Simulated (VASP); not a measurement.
# K4Mg3VF12 (P4/mmm) in VASP: single point with PBEsol

Aim: the single point of K4Mg3VF12 with PBEsol.

Program: VASP 6.6.1. These are calculated values, not measurements. Logs are shortened: lines on timing, memory, paths and dates and some standing lists are left out, and cuts for length are marked.

## Step 1: The cell of the first run

It takes space group P4/mmm (No. 123, tetragonal). Conventional cell: a = 5.642 Å, b = 5.642 Å, c = 7.979 Å, α = 90.00°, β = 90.00°, γ = 90.00°. Within 3.7 Å of K (site symmetry 2mm) lie 12 F at 2.81 to 2.83 Å and 6 Mg at 3.45 to 3.46 Å and 2 V at 3.46 Å. V (site symmetry 4/mmm) has 6 F at 2.04 to 2.05 Å within 2.7 Å. Within 2.6 Å of Mg (site symmetry 4/mmm) lie 6 F at 1.94 to 2.00 Å. Mg (site symmetry 4/mmm) has 6 F at 1.95 to 2.00 Å within 2.6 Å. Mg (site symmetry 4/mmm) has 6 F at 1.99 Å within 2.6 Å. Within 2.6 Å of F (site symmetry m2m) lie 1 Mg at 1.95 Å and 1 V at 2.04 Å. F (site symmetry m2m) has 2 Mg at 1.99 to 2.00 Å within 2.6 Å. F (site symmetry 4mm) has 1 Mg at 1.94 Å and 1 V at 2.05 Å within 2.6 Å.

## Step 2: Single point, PBEsol, collinear spin, ferromagnetic start

Input file INCAR:

```
PREC     = Accurate       # precision mode
ENCUT    = 520            # plane-wave cutoff, eV
EDIFF    = 1E-7           # SCF threshold, eV
ISMEAR   = 0              # smearing method
SIGMA    = 0.05           # smearing width, eV
LREAL    = Auto         
LASPH    = T              # aspherical terms in the spheres
NELM     = 150            # most SCF steps
ALGO     = Normal         # electronic algorithm
ISIF     = 2              # what is computed and relaxed
LWAVE    = F              # write WAVECAR
LCHARG   = F              # write CHGCAR
ISPIN    = 2              # spin polarisation
MAGMOM   = 0 0 0 0 3 0 0 0 0 0 0 0 0 0 0 0 0 0 0 0 # initial moments
LORBIT   = 11             # projections on sites
LMAXMIX  = 4              # l up to which the mixer works
GGA      = PS             # functional
NBANDS   = 90             # bands
```

Input file KPOINTS:

```
regular mesh
0
Gamma
  3 3 2
```

Input file POSCAR:

```
K4Mg3VF12
1.0
    3.9897000000      3.9897000000      0.0000000000
   -3.9897000000      3.9897000000      0.0000000000
    0.0000000000      0.0000000000      7.9794000000
K V Mg F
4 1 3 12
Direct
    0.5000000000      0.0000000000      0.2512002981
    0.5000000000      0.0000000000      0.7487997019
    0.0000000000      0.5000000000      0.2512002981
    0.0000000000      0.5000000000      0.7487997019
    0.0000000000      0.0000000000      0.0000000000
    0.0000000000      0.0000000000      0.5000000000
    0.5000000000      0.5000000000      0.0000000000
    0.5000000000      0.5000000000      0.5000000000
    0.2562295092      0.7437704908      0.0000000000
    0.2502879233      0.7497120767      0.5000000000
    0.7437704908      0.2562295092      0.0000000000
    0.7497120767      0.2502879233      0.5000000000
    0.2562295092      0.2562295092      0.0000000000
    0.2502879233      0.2502879233      0.5000000000
    0.7437704908      0.7437704908      0.0000000000
    0.7497120767      0.7497120767      0.5000000000
    0.0000000000      0.0000000000      0.2567536721
    0.0000000000      0.0000000000      0.7432463279
    0.5000000000      0.5000000000      0.2510090051
    0.5000000000      0.5000000000      0.7489909949
```

Potentials or basis: VASP PAW PBE potentials, release 64 (K_sv, V_sv, Mg, F).

The run is started by

```console
$ cat potpaw_PBE.64/K_sv/POTCAR potpaw_PBE.64/V_sv/POTCAR potpaw_PBE.64/Mg/POTCAR potpaw_PBE.64/F/POTCAR > POTCAR
$ mpirun -np 1 vasp_std > vasp.out
```

OUTCAR:

```text
PREC = Accurate
   ENCUT = 520
   EDIFF = 1E-7
   ISMEAR = 0
   LREAL = Auto
   LASPH = T
   NELM = 150
   ISIF = 2
   ISPIN = 2
   LORBIT = 11
   GGA = PS

 ion  position               nearest neighbor table
   1  0.500  0.000  0.251-  10 2.81  12 2.81  14 2.81  16 2.81  19 2.82  19 2.82  17 2.82  17 2.82
                            13 2.83  11 2.83  15 2.83   9 2.83   8 3.45   6 3.45   6 3.45   8 3.45
   2  0.500  0.000  0.749-  10 2.81  12 2.81  14 2.81  16 2.81  20 2.82  20 2.82  18 2.82  18 2.82
                            13 2.83  11 2.83  15 2.83   9 2.83   8 3.45   6 3.45   6 3.45   8 3.45
   3  0.000  0.500  0.251-  10 2.81  12 2.81  14 2.81  16 2.81  19 2.82  19 2.82  17 2.82  17 2.82
                            13 2.83  11 2.83  15 2.83   9 2.83   6 3.45   6 3.45   8 3.45   8 3.45
   4  0.000  0.500  0.749-  10 2.81  12 2.81  14 2.81  16 2.81  20 2.82  20 2.82  18 2.82  18 2.82
                            13 2.83  11 2.83  15 2.83   9 2.83   6 3.45   6 3.45   8 3.45   8 3.45
   5  0.000  0.000  0.000-   9 2.04  11 2.04  13 2.04  15 2.04  17 2.05  18 2.05
   6  0.000  0.000  0.500-  17 1.94  18 1.94  14 2.00  16 2.00  10 2.00  12 2.00   3 3.45   4 3.45
                             1 3.45   2 3.45   3 3.45   4 3.45   1 3.45   2 3.45
   7  0.500  0.500  0.000-   9 1.95  11 1.95  13 1.95  15 1.95  19 2.00  20 2.00   3 3.46   4 3.46
                             1 3.46   2 3.46   1 3.46   2 3.46   3 3.46   4 3.46
   8  0.500  0.500  0.500-  19 1.99  20 1.99  14 1.99  16 1.99  10 1.99  12 1.99   3 3.45   4 3.45
                             1 3.45   2 3.45   1 3.45   2 3.45   3 3.45   4 3.45
   9  0.256  0.744  0.000-   7 1.95   5 2.04   3 2.83   4 2.83   1 2.83   2 2.83
  10  0.250  0.750  0.500-   8 1.99   6 2.00   3 2.81   4 2.81   1 2.81   2 2.81
  11  0.744  0.256  0.000-   7 1.95   5 2.04   3 2.83   4 2.83   1 2.83   2 2.83
  12  0.750  0.250  0.500-   8 1.99   6 2.00   3 2.81   4 2.81   1 2.81   2 2.81
  13  0.256  0.256  0.000-   7 1.95   5 2.04   3 2.83   4 2.83   1 2.83   2 2.83
  14  0.250  0.250  0.500-   8 1.99   6 2.00   3 2.81   4 2.81   1 2.81   2 2.81
  15  0.744  0.744  0.000-   7 1.95   5 2.04   3 2.83   4 2.83   1 2.83   2 2.83
  16  0.750  0.750  0.500-   8 1.99   6 2.00   3 2.81   4 2.81   1 2.81   2 2.81
  17  0.000  0.000  0.257-   6 1.94   5 2.05   1 2.82   3 2.82   3 2.82   1 2.82
  18  0.000  0.000  0.743-   6 1.94   5 2.05   2 2.82   4 2.82   4 2.82   2 2.82
  19  0.500  0.500  0.251-   8 1.99   7 2.00   1 2.82   3 2.82   1 2.82   3 2.82
  20  0.500  0.500  0.749-   8 1.99   7 2.00   2 2.82   4 2.82   2 2.82   4 2.82

  LATTYP: Found a simple tetragonal cell.
 ALAT       =     5.6422878498
 C/A-ratio  =     1.4142135624

  Lattice vectors:

 A1 = (   3.9897000000,   3.9897000000,   0.0000000000)
 A2 = (  -3.9897000000,   3.9897000000,   0.0000000000)
 A3 = (   0.0000000000,   0.0000000000,   7.9794000000)

Analysis of symmetry for initial positions (statically):
=====================================================================
 Subroutine PRICEL returns:
 Original cell was already a primitive cell.

 Routine SETGRP: Setting up the symmetry group for a
 simple tetragonal supercell.

 Subroutine GETGRP returns: Found 16 space group operations
 (whereof 16 operations were pure point group operations)
 out of a pool of 16 trial point group operations.

The static configuration has the point symmetry D_4h.

Analysis of symmetry for dynamics (positions and initial velocities):
=====================================================================
 Subroutine PRICEL returns:
 Original cell was already a primitive cell.

 Routine SETGRP: Setting up the symmetry group for a
 simple tetragonal supercell.

 Subroutine GETGRP returns: Found 16 space group operations
 (whereof 16 operations were pure point group operations)
 out of a pool of 16 trial point group operations.

The dynamic configuration has the point symmetry D_4h.

Analysis of structural, dynamic, and magnetic symmetry:
=====================================================================
 Subroutine PRICEL returns:
 Original cell was already a primitive cell.

 Routine SETGRP: Setting up the symmetry group for a
 simple tetragonal supercell.

 Subroutine GETGRP returns: Found 16 space group operations
 (whereof 16 operations were pure point group operations)
 out of a pool of 16 trial point group operations.

The overall configuration has the point symmetry D_4h.

 Subroutine INISYM returns: Found 16 space group operations
 (whereof 16 operations are pure point group operations),
 and found     1 'primitive' translations

----------------------------------------------------------------------------------------

                                     Primitive cell

  volume of cell :     254.0275

  direct lattice vectors                    reciprocal lattice vectors
     3.989700000  3.989700000  0.000000000     0.125322706  0.125322706  0.000000000
    -3.989700000  3.989700000  0.000000000    -0.125322706  0.125322706  0.000000000
[... 85 lines left out ...]
   number of dos      NEDOS =    301   number of ions     NIONS =     20
   total plane-waves  NPLWV = 105840
   dimension x,y,z NGX =    42 NGY =   42 NGZ =   60
   dimension x,y,z NGXF=    84 NGYF=   84 NGZF=  120
   ions per type =               4   1   3  12
   NGX,Y,Z   is equivalent  to a cutoff of  12.37, 12.37, 12.50 a.u.
   NGXF,Y,Z  is equivalent  to a cutoff of  24.75, 24.75, 25.00 a.u.
 SYSTEM =  unknown system
   PREC   = accura    normal or accurate (medium, high low for compatibility)
   ISTART =      0    job   : 0-new  1-cont  2-samecut
   ICHARG =      2    charge: 1-file 2-atom 10-const
   ISPIN  =      2    spin polarized calculation?
   LNONCOLLINEAR =      F non collinear calculations
   LSORBIT =      F    spin-orbit coupling
   LASPH  =      T    aspherical Exc in radial PAW
   ENCUT  =  520.0 eV  38.22 Ry    6.18 a.u.  10.49 10.49 14.84*2*pi/ulx,y,z
   NELM   =    150;   NELMIN=  2; NELMDL= -5     # of ELM steps
   EDIFF  = 0.1E-06   stopping-criterion for ELM
   LREAL  =      T    real-space projection
   EDIFFG = 0.1E-05   stopping-criterion for IOM
   NSW    =      0    number of steps for IOM
   IBRION =     -1    ionic relax: 0-MD 1-quasi-New 2-CG
   NFREE  =      0    steps in history (QN), initial steepest desc. (CG)
   ISIF   =      2    stress and relaxation
   ISYM   =      2    0-nonsym 1-usesym 2-fastsym
   POTIM  = 0.5000    time-step for ionic-motion
   TEBEG  =    0.0;   TEEND  =   0.0 temperature during run
   PSTRESS=    0.0 pullay stress
   NELECT =     139.0000    total number of electrons
   NUPDOWN=      -1.0000    fix difference up-down
   EMIN   =  10.00;   EMAX   =-10.00  energy-range for DOS
   EFERMI =   0.00;   METHOD = LEGACY
   ISMEAR =     0;   SIGMA  =   0.05  broadening in eV -4-tet -1-fermi 0-gaus
   EFERMI_NEDOS =   21; number of points for ismear=-14 and -15
   IALGO  =     38    algorithm
   IMIX   =      4    mixing-type and parameters
     AMIX     =   0.40;   BMIX     =  1.00
     AMIX_MAG =   1.60;   BMIX_MAG =  1.00
  volume/ion in A,a.u.               =      12.70        85.71
  Fermi-wavevector in a.u.,A,eV,Ry     =   1.339017  2.530376 24.394802  1.792967
  Thomas-Fermi vector in A             =   2.467442
   LORBIT       =     11    0 simple, 1 ext, 2 COOP (PROOUT), +10 PAW based schemes
   GGA     = PS    functional components
   LHFCALC =     F    Hartree Fock is set to
   AEXX    =    0.0000 exact exchange contribution
   IVDW    =     0    specifies the selected vdW correction
   LEPSILON=     F    determine dielectric tensor
   LRPA    =     F    only Hartree local field effects (RPA)
 spin polarized calculation
 Gauss-broadening in eV      SIGMA  =   0.05
  energy-cutoff  :      520.00
  volume of cell :      254.03
 maximum number of plane-waves:      6865
 NGX is ok and might be reduce to    42
   NGX = 21   NGY = 21   NGZ = 29

 number of electron     138.9999892 magnetization       3.0000161

 Free energy of the ion-electron system (eV)
  ---------------------------------------------------
  ext. energy  EPLUGINS =         0.00000000
  ---------------------------------------------------
  free energy    TOTEN  =      -105.39775593 eV

  energy without entropy =     -105.39775593  energy(sigma->0) =     -105.39775593

 E-fermi :   4.4280     XC(G=0): -10.0782

 val. band max:        4.1397448207   @ k =   0.3333   0.3333   0.0000
 cond. band min:       5.6864230550   @ k =   0.0000   0.0000   0.0000
 fundamental gap:      1.5466782342
 Fermi energy:         4.4280143893

 spin component 1

 k-point     1 :       0.0000    0.0000    0.0000
  band No.  band energies     occupation
      1     -60.4622      1.00000
      2     -34.5433      1.00000
      3     -34.5408      1.00000
      4     -34.5407      1.00000
      5     -26.9447      1.00000
      6     -26.9145      1.00000
[... 493 lines left out ...]
     80       9.5587      0.00000
     81       9.6196      0.00000
 Fermi energy:         4.4280143893

 spin component 2

 k-point     1 :       0.0000    0.0000    0.0000
  band No.  band energies     occupation
      1     -57.8829      1.00000
      2     -32.0077      1.00000
      3     -32.0055      1.00000
      4     -32.0055      1.00000
      5     -26.9432      1.00000
      6     -26.9130      1.00000
[... 493 lines left out ...]
     80       9.5628      0.00000
     81       9.6775      0.00000
 [bands above 81 left out]

------------------------ aborting loop because EDIFF is reached ----------------------------------------

  FORCE on cell =-STRESS in cart. coord.  units (eV):
  Direction    XX          YY          ZZ          XY          YZ          ZX
  --------------------------------------------------------------------------------------
  -------------------------------------------------------------------------------------
  Total        2.2609580      2.2609580      2.1862584      0.0000000     -0.0000000     -0.0000000
  in kB       14.2600934     14.2600934     13.7889549      0.0000000     -0.0000000     -0.0000000
  external PRESSURE =      14.1030473 kB  Pullay stress =       0.0000000 kB

 VOLUME and BASIS-vectors are now :
 -----------------------------------------------------------------------------
  energy-cutoff  :      520.00
  volume of cell :      254.03
      direct lattice vectors                 reciprocal lattice vectors
     3.989700000  3.989700000  0.000000000     0.125322706  0.125322706  0.000000000
    -3.989700000  3.989700000  0.000000000    -0.125322706  0.125322706  0.000000000
     0.000000000  0.000000000  7.979400000     0.000000000  0.000000000  0.125322706

 POSITION                                       TOTAL-FORCE (eV/Angst)
 -----------------------------------------------------------------------------------
      1.99485      1.99485      2.00443         0.000000     -0.000000     -0.003826
      1.99485      1.99485      5.97497         0.000000     -0.000000      0.003826
     -1.99485      1.99485      2.00443         0.000000     -0.000000     -0.003826
     -1.99485      1.99485      5.97497         0.000000     -0.000000      0.003826
      0.00000      0.00000      0.00000         0.000000     -0.000000      0.000000
      0.00000      0.00000      3.98970         0.000000     -0.000000      0.000000
[... 12 lines left out ...]
      0.00000      3.98970      2.00290         0.000000     -0.000000      0.000234
      0.00000      3.98970      5.97650         0.000000     -0.000000     -0.000234
 -----------------------------------------------------------------------------------
    total drift:                               -0.000000      0.000000     -0.000000

  FREE ENERGIE OF THE ION-ELECTRON SYSTEM (eV)
  ---------------------------------------------------
  free  energy   TOTEN  =      -105.3977559300 eV

  energy  without entropy=     -105.3977559300  energy(sigma->0) =     -105.39775593

 total charge

# of ion       s       p       d       tot
------------------------------------------
    1        1.954   5.576   0.029   7.560
    2        1.954   5.576   0.029   7.560
    3        1.954   5.576   0.029   7.560
    4        1.954   5.576   0.029   7.560
    5        2.145   6.136   3.178  11.459
    6        0.131   0.169   0.085   0.384
[... 12 lines left out ...]
   19        1.728   4.394   0.000   6.122
   20        1.728   4.394   0.000   6.122
--------------------------------------------------
tot         31.090  81.660   3.549 116.299

 magnetization (x)

# of ion       s       p       d       tot
------------------------------------------
    1       -0.000   0.000   0.001   0.001
    2       -0.000   0.000   0.001   0.001
    3       -0.000   0.000   0.001   0.001
    4       -0.000   0.000   0.001   0.001
    5        0.014   0.014   2.623   2.650
    6       -0.000  -0.000   0.000  -0.001
[... 12 lines left out ...]
   19        0.000  -0.000   0.000   0.000
   20        0.000  -0.000   0.000   0.000
--------------------------------------------------
tot          0.009   0.077   2.628   2.714
```

It took 5.1 min on 1 thread of AMD EPYC 7R13 (Zen 3), shared host; peak memory 0.46 GiB.

What came out:

| Quantity | Value |
| --- | --- |
| Free energy | -105.3978 eV |
| Pressure | 1.4 GPa |
| Largest force | 0.131 eV/Å |
| Band gap on the k mesh | 1.55 eV (least direct gap 1.61 eV) |
| Net moment | 3.00 μB per cell |
| Site moments | K +0.00; V +2.65; Mg -0.00, +0.00 (each value once); F +0.01, +0.00 (each value once) μB |
| Valence electrons inside the program's atomic spheres | K 7.56; V 11.46; Mg 0.38, 0.40, 0.37; F 6.12 |

Forces in eV/Å, atoms in the order of the input:
```
K    0.000  0.000 -0.004
K    0.000  0.000  0.004
K    0.000  0.000 -0.004
K    0.000  0.000  0.004
V    0.000  0.000  0.000
Mg   0.000  0.000  0.000
Mg   0.000  0.000  0.000
Mg   0.000  0.000  0.000
F   -0.129  0.000  0.000
F   -0.003  0.000  0.000
F    0.129  0.000  0.000
F    0.003  0.000  0.000
F    0.000 -0.129  0.000
F    0.000 -0.003  0.000
F    0.000  0.129  0.000
F    0.000  0.003  0.000
F    0.000  0.000 -0.131
F    0.000  0.000  0.131
F    0.000  0.000  0.000
F    0.000  0.000  0.000
```

Caveat: the PAW data sets were made with another functional, which shifts forces and pressure a little.
